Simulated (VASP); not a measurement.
# CuO (P4/nmm) in VASP: single point with r2SCAN0

Aim: the single point of CuO with r2SCAN0.

Program: VASP 6.6.1. These are calculated values, not measurements. Logs are shortened: lines on timing, memory, paths and dates and some standing lists are left out, and cuts for length are marked.

## Step 1: The cell of the first run

It takes space group P4/nmm (No. 129, tetragonal). The conventional cell has a = 3.175 Å, b = 3.175 Å, c = 4.650 Å, α = 90.00°, β = 90.00°, γ = 90.00°. Within 2.7 Å of Cu (site symmetry -4m2) lie 4 O at 2.02 Å and 4 Cu at 2.25 Å. Within 2.7 Å of O (site symmetry 4mm) lie 4 Cu at 2.02 Å.

## Step 2: Single point, r2SCAN0

POSCAR

```
CuO
1.0
    3.1754955000      0.0000000000      0.0000000000
    0.0000000000      3.1754955000      0.0000000000
    0.0000000000      0.0000000000      4.6495318700
Cu O
2 2
Direct
    0.0000000000      0.0000000000      0.0000000000
    0.5000000000      0.5000000000      0.0000000000
    0.5000000000      0.0000000000      0.2670000000
    0.0000000000      0.5000000000      0.7330000000
```

INCAR.step1

```
SYSTEM = CuO
PREC = Accurate
ENCUT = 520
EDIFF = 1E-5
ISMEAR = -1
SIGMA = 0.05
LREAL = .FALSE.
LASPH = .TRUE.
NELM = 100
ALGO = Normal
ISIF = 2
LWAVE = .TRUE.
LCHARG = .FALSE.
GGA = PE
NBANDS = 25
```

INCAR.step2

```
SYSTEM = CuO
PREC = Accurate
ENCUT = 520
EDIFF = 1E-6
ISMEAR = -1
SIGMA = 0.05
LREAL = .FALSE.
LASPH = .TRUE.
NELM = 100
ALGO = Normal
ISIF = 2
LWAVE = .FALSE.
LCHARG = .FALSE.
METAGGA = R2SCAN
LHFCALC = .TRUE.
AEXX = 0.25
LMIXTAU = .TRUE.
PRECFOCK = Normal
ISTART = 1
NBANDS = 25
```

KPOINTS

```
regular mesh
0
G
  5 5 4
  0 0 0
```

Potentials or basis: VASP PAW PBE potentials, release 64 (Cu, O).

Command:

```bash
> cat potpaw_PBE.64/Cu/POTCAR potpaw_PBE.64/O/POTCAR > POTCAR
> cp INCAR.step1 INCAR
> mpirun -np 1 vasp_std > vasp.out
> cp INCAR.step2 INCAR
> mpirun -np 1 vasp_std > vasp.out
```

OUTCAR:

```text
SYSTEM = CuO
   PREC = Accurate
   ENCUT = 520
   EDIFF = 1E-6
   ISMEAR = -1
   LREAL = .FALSE.
   LASPH = .TRUE.
   NELM = 100
   ISIF = 2
   METAGGA = R2SCAN
   LHFCALC = .TRUE.
   AEXX = 0.25
   PRECFOCK = Normal
   ISTART = 1

 ion  position               nearest neighbor table
   1  0.000  0.000  0.000-   3 2.02   4 2.02   4 2.02   3 2.02   2 2.25   2 2.25   2 2.25   2 2.25

   2  0.500  0.500  0.000-   3 2.02   4 2.02   3 2.02   4 2.02   1 2.25   1 2.25   1 2.25   1 2.25

   3  0.500  0.000  0.267-   1 2.02   2 2.02   2 2.02   1 2.02
   4  0.000  0.500  0.733-   1 2.02   2 2.02   1 2.02   2 2.02

  LATTYP: Found a simple tetragonal cell.
 ALAT       =     3.1754955000
 C/A-ratio  =     1.4641909806

  Lattice vectors:

 A1 = (   3.1754955000,   0.0000000000,   0.0000000000)
 A2 = (   0.0000000000,   3.1754955000,   0.0000000000)
 A3 = (   0.0000000000,   0.0000000000,   4.6495318700)

Analysis of symmetry for initial positions (statically):
=====================================================================
 Subroutine PRICEL returns:
 Original cell was already a primitive cell.

 Routine SETGRP: Setting up the symmetry group for a
 simple tetragonal supercell.

 Subroutine GETGRP returns: Found 16 space group operations
 (whereof  8 operations were pure point group operations)
 out of a pool of 16 trial point group operations.

The static configuration has the point symmetry D_2d.
 The point group associated with its full space group is D_4h.

Analysis of symmetry for dynamics (positions and initial velocities):
=====================================================================
 Subroutine PRICEL returns:
 Original cell was already a primitive cell.

 Routine SETGRP: Setting up the symmetry group for a
 simple tetragonal supercell.

 Subroutine GETGRP returns: Found 16 space group operations
 (whereof  8 operations were pure point group operations)
 out of a pool of 16 trial point group operations.

The dynamic configuration has the point symmetry D_2d.
 The point group associated with its full space group is D_4h.

 Subroutine INISYM returns: Found 16 space group operations
 (whereof  8 operations are pure point group operations),
 and found     1 'primitive' translations

----------------------------------------------------------------------------------------

                                     Primitive cell

  volume of cell :      46.8848

  direct lattice vectors                    reciprocal lattice vectors
     3.175495500  0.000000000  0.000000000     0.314911484  0.000000000  0.000000000
     0.000000000  3.175495500  0.000000000     0.000000000  0.314911484  0.000000000
     0.000000000  0.000000000  4.649531870     0.000000000  0.000000000  0.215075416

  length of vectors
     3.175495500  3.175495500  4.649531870     0.314911484  0.314911484  0.215075416

  position of ions in fractional coordinates (direct lattice)
     0.000000000  0.000000000  0.000000000
     0.500000000  0.500000000  0.000000000
     0.500000000  0.000000000  0.267000000
     0.000000000  0.500000000  0.733000000

  ion indices of the primitive-cell ions
   primitive index   ion index
                 1           1
                 2           2
                 3           3
                 4           4

----------------------------------------------------------------------------------------

 KPOINTS: regular mesh

Automatic generation of k-mesh.
 Grid dimensions read from file:
 generate k-points for:    5    5    4

 Generating k-lattice:

  Cartesian coordinates                     Fractional coordinates (reciprocal lattice)
     0.062982297  0.000000000  0.000000000     0.200000000  0.000000000  0.000000000
     0.000000000  0.062982297  0.000000000     0.000000000  0.200000000  0.000000000
     0.000000000  0.000000000  0.053768854     0.000000000  0.000000000  0.250000000

  Length of vectors
     0.062982297  0.062982297  0.053768854

  Shift w.r.t. Gamma in fractional coordinates (k-lattice)
     0.000000000  0.000000000  0.000000000

 Subroutine IBZKPT returns following result:
 ===========================================

 Found     18 irreducible k-points:

 Following reciprocal coordinates:
            Coordinates               Weight
  0.000000  0.000000  0.000000      1.000000
  0.200000  0.000000  0.000000      4.000000
  0.400000  0.000000  0.000000      4.000000
  0.200000  0.200000  0.000000      4.000000
  0.400000  0.200000  0.000000      8.000000
  0.400000  0.400000  0.000000      4.000000
[... 10 lines left out ...]
  0.400000  0.200000  0.500000      8.000000
  0.400000  0.400000  0.500000      4.000000
   k-points           NKPTS =     18   k-points in BZ     NKDIM =    100   number of bands    NBANDS=     25
   number of dos      NEDOS =    301   number of ions     NIONS =      4
   total plane-waves  NPLWV =  20736
   dimension x,y,z NGX =    24 NGY =   24 NGZ =   36
   dimension x,y,z NGXF=    48 NGYF=   48 NGZF=   72
   ions per type =               2   2
   NGX,Y,Z   is equivalent  to a cutoff of  12.56, 12.56, 12.87 a.u.
   NGXF,Y,Z  is equivalent  to a cutoff of  25.13, 25.13, 25.74 a.u.
 SYSTEM =  CuO
   PREC   = accura    normal or accurate (medium, high low for compatibility)
   ISTART =      1    job   : 0-new  1-cont  2-samecut
   ICHARG =      0    charge: 1-file 2-atom 10-const
   ISPIN  =      1    spin polarized calculation?
   LNONCOLLINEAR =      F non collinear calculations
   LSORBIT =      F    spin-orbit coupling
   LASPH  =      T    aspherical Exc in radial PAW
   ENCUT  =  520.0 eV  38.22 Ry    6.18 a.u.   5.90  5.90  8.65*2*pi/ulx,y,z
   NELM   =    100;   NELMIN=  2; NELMDL=  0     # of ELM steps
   EDIFF  = 0.1E-05   stopping-criterion for ELM
   LREAL  =      F    real-space projection
   EDIFFG = 0.1E-04   stopping-criterion for IOM
   NSW    =      0    number of steps for IOM
   IBRION =     -1    ionic relax: 0-MD 1-quasi-New 2-CG
   NFREE  =      0    steps in history (QN), initial steepest desc. (CG)
   ISIF   =      2    stress and relaxation
   ISYM   =      3    0-nonsym 1-usesym 2-fastsym
   POTIM  = 0.5000    time-step for ionic-motion
   TEBEG  =    0.0;   TEEND  =   0.0 temperature during run
   PSTRESS=    0.0 pullay stress
   NELECT =      34.0000    total number of electrons
   NUPDOWN=      -1.0000    fix difference up-down
   EMIN   =  10.00;   EMAX   =-10.00  energy-range for DOS
   EFERMI =   0.00;   METHOD = LEGACY
   ISMEAR =    -1;   SIGMA  =   0.05  broadening in eV -4-tet -1-fermi 0-gaus
   EFERMI_NEDOS =   21; number of points for ismear=-14 and -15
   IALGO  =     38    algorithm
   IMIX   =      1    mixing-type and parameters
     AMIX     =   0.40;   BMIX     =  1.00
     AMIX_MAG =   1.60;   BMIX_MAG =  1.00
  volume/ion in A,a.u.               =      11.72        79.10
  Fermi-wavevector in a.u.,A,eV,Ry     =   1.470812  2.779431 29.433305  2.163287
  Thomas-Fermi vector in A             =   2.586023
   LORBIT       =      0    0 simple, 1 ext, 2 COOP (PROOUT), +10 PAW based schemes
   METAGGA = R2SCAN    functional components
   LHFCALC =     T    Hartree Fock is set to
   PRECFOCK=normal    Normal, Fast or Accurate (Low or Medium for compatibility)
   ENCUT4O =  -1.0   cutoff for four orbital integrals eV
   NKREDX  =     1    reduce k-point grid by
   NKREDY  =     1    reduce k-point grid by
   NKREDZ  =     1    reduce k-point grid by
   AEXX    =    0.2500 exact exchange contribution
   HFSCREEN=    0.0000 screening length (either q_TF or 0.3 A-1)
   HFSCREENC=   0.0000 screening length for correlation (either q_TF or 0.3 A-1)
   ENCUTFOCK=  -1.0 apply spherical cutoff to Coloumb kernel
   IVDW    =     0    specifies the selected vdW correction
   LEPSILON=     F    determine dielectric tensor
   LRPA    =     F    only Hartree local field effects (RPA)
 non-spin polarized calculation
  energy-cutoff  :      520.00
  volume of cell :       46.88
 maximum number of plane-waves:      1277
 NGX is ok and might be reduce to    24
  NGX = 18; NGY = 18; NGZ = 28

 number of electron      34.0000036 magnetization

 Free energy of the ion-electron system (eV)
  ---------------------------------------------------
  ext. energy  EPLUGINS =         0.00000000
  ---------------------------------------------------
  free energy    TOTEN  =       -32.93455768 eV

  energy without entropy =      -32.93276348  energy(sigma->0) =      -32.93366058

 E-fermi :   1.8741     XC(G=0):  -8.8746

 val. band max:        1.7037488165   @ k =   0.2000   0.2000   0.0000
 cond. band min:       2.0652548733   @ k =   0.4000   0.0000   0.2500
 fundamental gap:      0.3615060568
 Fermi energy:         1.8740625357

 k-point     1 :       0.0000    0.0000    0.0000
  band No.  band energies     occupation
      1     -19.5334      2.00000
      2     -18.7296      2.00000
      3      -5.7474      2.00000
      4      -4.9888      2.00000
      5      -4.2249      2.00000
      6      -4.2249      2.00000
[... 17 lines left out ...]
     24      16.7285      0.00000
     25      19.7876      0.00000

 k-point     2 :       0.2000    0.0000    0.0000
  band No.  band energies     occupation
      1     -19.3778      2.00000
      2     -18.7253      2.00000
      3      -5.3260      2.00000
      4      -4.6876      2.00000
      5      -4.3983      2.00000
      6      -4.2639      2.00000
[... 17 lines left out ...]
     24      18.3443      0.00000
     25      19.0869      0.00000

 k-point     3 :       0.4000    0.0000    0.0000
  band No.  band energies     occupation
      1     -19.0437      2.00000
      2     -18.7929      2.00000
      3      -4.4534      2.00000
      4      -4.3251      2.00000
      5      -4.1188      2.00000
      6      -3.9536      2.00000
[... 17 lines left out ...]
     24      17.9814      0.00000
     25      18.3660      0.00000

 k-point     4 :       0.2000    0.2000    0.0000
  band No.  band energies     occupation
      1     -19.2386      2.00000
      2     -18.7092      2.00000
      3      -5.0984      2.00000
      4      -4.6792      2.00000
      5      -4.3864      2.00000
      6      -3.7809      2.00000
[... 17 lines left out ...]
     24      19.0150      0.00000
     25      19.5618      0.00000

 k-point     5 :       0.4000    0.2000    0.0000
  band No.  band energies     occupation
      1     -18.9463      2.00000
      2     -18.7434      2.00000
      3      -4.9438      2.00000
      4      -4.3065      2.00000
      5      -4.1069      2.00000
      6      -3.8112      2.00000
[... 17 lines left out ...]
     24      17.3138      0.00000
     25      18.4520      0.00000

 k-point     6 :       0.4000    0.4000    0.0000
  band No.  band energies     occupation
      1     -18.7621      2.00000
      2     -18.6844      2.00000
      3      -5.1977      2.00000
      4      -4.9154      2.00000
      5      -3.6089      2.00000
      6      -3.2562      2.00000
[... 17 lines left out ...]
     24      18.6832      0.00000
     25      18.7929      0.00000
[... 225 lines left out ...]
 k-point    15 :       0.4000    0.0000    0.5000
  band No.  band energies     occupation
      1     -18.9507      2.00000
      2     -18.8723      2.00000
      3      -4.8875      2.00000
      4      -4.5592      2.00000
      5      -3.9875      2.00000
      6      -3.8425      2.00000
[... 17 lines left out ...]
     24      19.6260      0.00000
     25      19.7240      0.00000

 k-point    16 :       0.2000    0.2000    0.5000
  band No.  band energies     occupation
      1     -19.0577      2.00000
      2     -18.8886      2.00000
      3      -5.2487      2.00000
      4      -4.8023      2.00000
      5      -4.1921      2.00000
      6      -3.9607      2.00000
[... 17 lines left out ...]
     24      18.0091      0.00000
     25      20.4426      0.00000

 k-point    17 :       0.4000    0.2000    0.5000
  band No.  band energies     occupation
      1     -18.8702      2.00000
      2     -18.8090      2.00000
      3      -5.0240      2.00000
      4      -4.3180      2.00000
      5      -3.7768      2.00000
      6      -3.7117      2.00000
[... 17 lines left out ...]
     24      18.0013      0.00000
     25      19.7665      0.00000

 k-point    18 :       0.4000    0.4000    0.5000
  band No.  band energies     occupation
      1     -18.7317      2.00000
      2     -18.7096      2.00000
      3      -5.0448      2.00000
      4      -4.6728      2.00000
      5      -3.3717      2.00000
      6      -3.3285      2.00000
[... 17 lines left out ...]
     24      17.8916      0.00000
     25      18.7250      0.00000

------------------------ aborting loop because EDIFF is reached ----------------------------------------

  FORCE on cell =-STRESS in cart. coord.  units (eV):
  Direction    XX          YY          ZZ          XY          YZ          ZX
  --------------------------------------------------------------------------------------
  -------------------------------------------------------------------------------------
  Total        6.4611056      6.4611056     -5.9338291      0.0000000      0.0000000     -0.0000000
  in kB      220.7929423    220.7929423   -202.7745224      0.0000000      0.0000000     -0.0000000
  external PRESSURE =      79.6037874 kB  Pullay stress =       0.0000000 kB

 VOLUME and BASIS-vectors are now :
 -----------------------------------------------------------------------------
  energy-cutoff  :      520.00
  volume of cell :       46.88
      direct lattice vectors                 reciprocal lattice vectors
     3.175495500  0.000000000  0.000000000     0.314911484  0.000000000  0.000000000
     0.000000000  3.175495500  0.000000000     0.000000000  0.314911484  0.000000000
     0.000000000  0.000000000  4.649531870     0.000000000  0.000000000  0.215075416

 POSITION                                       TOTAL-FORCE (eV/Angst)
 -----------------------------------------------------------------------------------
      0.00000      0.00000      0.00000        -0.000000      0.000000      0.000000
      1.58775      1.58775      0.00000         0.000000      0.000000      0.000000
      1.58775      0.00000      1.24143         0.000000      0.000000     -1.936068
      0.00000      1.58775      3.40811         0.000000     -0.000000      1.936068
 -----------------------------------------------------------------------------------
    total drift:                               -0.000000     -0.000000      0.000000

  FREE ENERGIE OF THE ION-ELECTRON SYSTEM (eV)
  ---------------------------------------------------
  free  energy   TOTEN  =       -32.9345576770 eV

  energy  without entropy=      -32.9327634766  energy(sigma->0) =      -32.93366058
```

Run time: 79 min. Hardware: 1 thread of Intel Xeon Platinum 8259CL at 2.50GHz (Skylake/Cascade Lake), shared host; peak memory 0.19 GiB.

Results:

- Free energy: -32.9346 eV
- Pressure: 8.0 GPa
- Largest force: 1.936 eV/Å
- Band gap on the k mesh: zero (bands 17 and 18 overlap by 2.64 eV)

Forces on the atoms (eV/Å):
```
Cu   0.000  0.000  0.000
Cu   0.000  0.000  0.000
O    0.000  0.000 -1.936
O    0.000  0.000  1.936
```

Stress tensor (GPa, compression positive):
```
 22.08   0.00   0.00
  0.00  22.08   0.00
  0.00   0.00 -20.28
```

Levels at points of the mesh, in eV from the Fermi level:
```csv
k point,band 13,band 14,band 15,band 16,band 17,band 18,band 19,band 20
"(0.00, 0.00, 0.00)",-1.86,-1.86,-1.72,-0.93,1.41,1.41,3.18,8.63
"(0.00, 0.00, 0.50)",-1.72,-1.70,-1.70,-1.53,1.18,1.18,4.94,7.75
```

Caveat: the k points lie up to 0.40 Å⁻¹ apart, too coarse for converged energies and pressures of a metal; the PAW data sets were made with another functional, which shifts forces and pressure a little.

The gap in the log of VASP goes by the Fermi energy; the results here count the filled bands.